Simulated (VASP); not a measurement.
TiNi, 2 atoms in the cell. Symmetry: Pm-3m, No. 221, cubic system. Conventional cell: a = 2.988 Å, b = 2.988 Å, c = 2.988 Å, α = 90.00°, β = 90.00°, γ = 90.00°. Ti (site symmetry m-3m) has 8 Ni at 2.59 Å and 6 Ti at 2.99 Å within 3.4 Å. Ni (site symmetry m-3m) has 8 Ti at 2.59 Å and 6 Ni at 2.99 Å within 3.4 Å. 

| Quantity | Value |
| --- | --- |
| Program | VASP 6.6.1 |
| Task | relaxation of cell and atoms |
| Functional | PBEsol |
| Potentials or basis | VASP PAW PBE potentials, release 64 (Ti_sv, Ni) |
| Cutoff | 600 eV |
| k mesh | 14 × 14 × 14 |
| Occupations | gaussian, width 0.1 eV |
| Spin | collinear spin, ferromagnetic start |
| Starting moments | [0.29, 0.24] μB |
| Dipole correction | no |
| Further INCAR settings | ALGO = Normal; EDIFF = 1e-06; IBRION = 2; EDIFFG = -0.005; NSW = 100; ISIF = 3 |

Potentials or basis: VASP PAW PBE potentials, release 64 (Ti_sv, Ni).

Command:

```bash
$ cat potpaw_PBE.64/Ti_sv/POTCAR potpaw_PBE.64/Ni/POTCAR > POTCAR
$ mpirun -np 1 vasp_std > vasp.out
```

Hardware: 1 thread of Intel(R) Xeon(R) Platinum 8259CL CPU @ 2.50GHz (Skylake/Cascade Lake), on a shared host.

Estimate the wall time of this run.

Run time: 2.7 min on 1 thread of Intel(R) Xeon(R) Platinum 8259CL CPU @ 2.50GHz (Skylake/Cascade Lake), on a shared host, peak memory 0.23 GiB. Counts: scf iterations 37, k points 120, ion steps 3.
